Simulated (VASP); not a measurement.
Set up this calculation in VASP 6.6.1, as the native input.

- Task: single point
- Functional: PBE-based global hybrid with 35 % exact exchange
- Potentials or basis: VASP PAW PBE potentials, release 64 (Nb_sv, Si)
- Cutoff: 400 eV
- k mesh: 5 × 5 × 5
- Occupations: fermi-dirac, width 0.05 eV
- Spin: no spin polarisation
- Dipole correction: no
- Grid for exact exchange (PRECFOCK): Normal
- Share of exact exchange: 0.35
- Further INCAR settings: ALGO = Normal; EDIFF = 1e-06; NBANDS = 16

Crystal: NbSi.

```
CELL_PARAMETERS angstrom
3.15644 0.00000 0.00000
0.00000 3.15644 0.00000
0.00000 0.00000 3.15644
ATOMIC_POSITIONS crystal
Nb 0.00000 0.00000 0.00000
Si 0.50000 0.50000 0.50000
```

These files were run (other wordings do the same):

POSCAR

```
NbSi
1.0
    3.1564400000      0.0000000000      0.0000000000
    0.0000000000      3.1564400000      0.0000000000
    0.0000000000      0.0000000000      3.1564400000
Nb Si
1 1
Direct
    0.0000000000      0.0000000000      0.0000000000
    0.5000000000      0.5000000000      0.5000000000
```

INCAR.step1

```
SYSTEM = NbSi
PREC = Accurate
ENCUT = 400
EDIFF = 1E-5
ISMEAR = -1
SIGMA = 0.05
LREAL = .False.
LASPH = .True.
NELM = 120
ALGO = Normal
ISIF = 2
LWAVE = .True.
LCHARG = .False.
GGA = PE
NBANDS = 16
GGA_COMPAT = .False.
```

INCAR.step2

```
SYSTEM = NbSi
PREC = Accurate
ENCUT = 400
EDIFF = 1E-6
ISMEAR = -1
SIGMA = 0.05
LREAL = .False.
LASPH = .True.
NELM = 120
ALGO = Normal
ISIF = 2
LWAVE = .False.
LCHARG = .False.
GGA = PE
LHFCALC = .True.
AEXX = 0.35
PRECFOCK = Normal
ISTART = 1
NBANDS = 16
GGA_COMPAT = .False.
```

KPOINTS

```
Automatic mesh
0
Gamma
  5 5 5
  0 0 0
```

Potentials or basis: VASP PAW PBE potentials, release 64 (Nb_sv, Si).

Launch:

```sh
$ cat potpaw_PBE.64/Nb_sv/POTCAR potpaw_PBE.64/Si/POTCAR > POTCAR
$ cp INCAR.step1 INCAR
$ mpirun -np 1 vasp_std > vasp.out
$ cp INCAR.step2 INCAR
$ mpirun -np 1 vasp_std > vasp.out
```

It gave:

The pressure is -7.4 GPa and the band gap on the k mesh is zero (an odd number of electrons rules out a gap without spin polarisation).

Caveat: the k points lie up to 0.40 Å⁻¹ apart, too coarse for converged energies and pressures of a metal; the PAW data sets were made with another functional, which shifts forces and pressure a little.

Wall time 5.8 min on 1 thread of Intel(R) Xeon(R) Platinum 8259CL CPU @ 2.50GHz (Skylake/Cascade Lake), on a shared host, peak memory 0.14 GiB.
